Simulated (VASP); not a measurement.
A run of VASP 6.6.1 is set up as follows.

File INCAR:

```
SYSTEM = TiW8C8Cl4
  PREC = Accurate
  ENCUT = 520
  EDIFF = 1E-6
  ISMEAR = 0
  SIGMA = 0.05
  LREAL = Auto
  LASPH = .True.
  NELM = 100
  ALGO = Normal
  ISIF = 2
  LWAVE = .False.
  LCHARG = .False.
  GGA = PE
  IVDW = 12
  NBANDS = 108
```

Contents of KPOINTS:

```
regular mesh
0
Gamma
  3 3 1
  0 0 0
```

File POSCAR:

```
TiW8C8Cl4
1.0
    5.7832000000      0.0000000000      0.0000000000
   -2.8916000000      5.0083980000      0.0000000000
    0.0000000000      0.0000000000     19.2447000000
W C Ti Cl
8 8 1 4
Direct
    0.0000000000      0.0000000000      0.0519624000
   -0.0003612495     -0.0001043875      0.2004113166
    0.0000000000      0.5000000000      0.0519624000
    0.0002705258      0.5004048092      0.2004062482
    0.5000000000      0.0000000000      0.0519624000
    0.5000393064     -0.0000059387      0.2005066209
    0.5000000000      0.5000000000      0.0519624000
    0.5001610153      0.4997572103      0.2004103808
    0.3332778392      0.1666029324      0.1207285994
    0.3332769931      0.1666824358      0.2583442583
    0.3333919387      0.6666881505      0.1207258269
    0.3335729757      0.6665253605      0.2583348982
    0.8333222971      0.1667188188      0.1207255414
    0.8336530803      0.1669410895      0.2583437130
    0.8333249673      0.6666554206      0.1206966466
    0.8335269326      0.6667790807      0.2584623889
    0.8478584122      0.6783257865      0.4509661904
    1.1967807644      1.0244785704      0.4095983905
    0.5006817134      0.6794385774      0.4098321374
    0.8457826090      0.3282782973      0.4108312276
    0.8484282364      0.6805057518      0.5648378610
```

Potentials or basis: VASP PAW PBE potentials, release 64 (W_sv, C, Ti_sv, Cl).

Run with:

```sh
$ cat potpaw_PBE.64/W_sv/POTCAR potpaw_PBE.64/C/POTCAR potpaw_PBE.64/Ti_sv/POTCAR potpaw_PBE.64/Cl/POTCAR > POTCAR
$ mpirun -np 1 vasp_std > vasp.out
```

Problem. Estimate the band gap on the k mesh.

Solution. Zero (bands 92 and 93 overlap by 0.82 eV).

Problem. Predict the dispersion energy per atom.

Solution. -0.288 eV.

Forces in eV/Å, atoms in the order of the input:
```
W    0.003  0.004 -0.058
W   -0.006 -0.004 -0.043
W    0.002 -0.004 -0.060
W   -0.001  0.008 -0.043
W    0.000  0.000 -0.028
W    0.000  0.000 -0.047
W   -0.004  0.000 -0.057
W    0.007 -0.003 -0.042
C    0.000  0.000 -0.005
C    0.000  0.002  0.097
C    0.000  0.000 -0.004
C   -0.006 -0.001  0.098
C    0.001  0.000 -0.005
C    0.000 -0.003  0.099
C    0.001  0.000 -0.008
C   -0.002 -0.001  0.101
Ti   0.001  0.001  0.014
Cl   0.004  0.005 -0.003
Cl  -0.005 -0.001 -0.002
Cl   0.004 -0.007  0.003
Cl  -0.001  0.004 -0.009
```

Caveat: the k points lie up to 0.42 Å⁻¹ apart, too coarse for converged energies and pressures of a metal; spin-orbit coupling is left out, which moves the levels of the heavy elements.
